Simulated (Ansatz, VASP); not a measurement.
## IrOs in VASP and in Ansatz

INCAR

```
ALGO = Normal ; EDIFF = 1E-6
ENCUT = 520 ; GGA = CA
GGA_COMPAT = False ; ISIF = 2
ISMEAR = -1 ; LASPH = True
LCHARG = False ; LMAXMIX = 4
LORBIT = 11 ; LORBMOM = True
LREAL = False ; LSORBIT = True
LWAVE = False ; MAGMOM = 0 0 0 0 0 0
NBANDS = 29 ; NELM = 150
PREC = Accurate ; SIGMA = 0.1
```

KPOINTS

```
k-points
0
Gamma
  14 14 8
```

The input POSCAR:

```
IrOs
1.0
    2.7436210000      0.0000000000      0.0000000000
   -1.3718110000      2.3760460000      0.0000000000
    0.0000000000      0.0000000000      4.3608830000
Os Ir
1 1
Direct
    0.3333333333      0.6666666667      0.0000000000
    0.6666666667      0.3333333333      0.5000000000
```

Input for Ansatz:

```yaml
crystal:
  lattice:
    - [2.743621, 0.0, 0.0]
    - [-1.371811, 2.376046, 0.0]
    - [0.0, 0.0, 4.360883]
  atoms:
    - { symbol: Os, position: [0.3333333333333333, 0.6666666666666666, 0.0] }
    - { symbol: Ir, position: [0.6666666666666666, 0.3333333333333333, 0.5] }
basis:
  ecutwfc: 420.0
kpoints:
  mp_grid:
    grid: [14, 14, 8]
hamiltonian:
  xc: lda
magnetization:
  noncollinear: true
  spin_orbit: true
scf:
  occupations:
    method: fermi_dirac
output:
  eigenvalues: true
```

Alike in both runs: task single point; functional LDA; k mesh 14 × 14 × 8; non-collinear spin, spin-orbit coupling.

|  | VASP | Ansatz |
| --- | --- | --- |
| version | VASP 6.6.1 | Ansatz 0.2.0 |
| potentials or method | VASP PAW LDA potentials, release 64 (Os, Ir), cutoff 520 eV | plane waves, PAW |
| occupations | fermi-dirac, width 0.1 eV | fermi-dirac |
| valence electrons in the cell | 17 | 33 |

```tsv
	VASP	Ansatz	Ansatz less VASP
net moment per atom (μB)	0.00	0.00	0.000
```

LDA's correlation is that of Perdew and Zunger in VASP and of Perdew and Wang (1992) in Ansatz. VASP's potentials hold 17 valence electrons a cell and Ansatz's 33, so a difference there can come from the potentials and not from the codes.
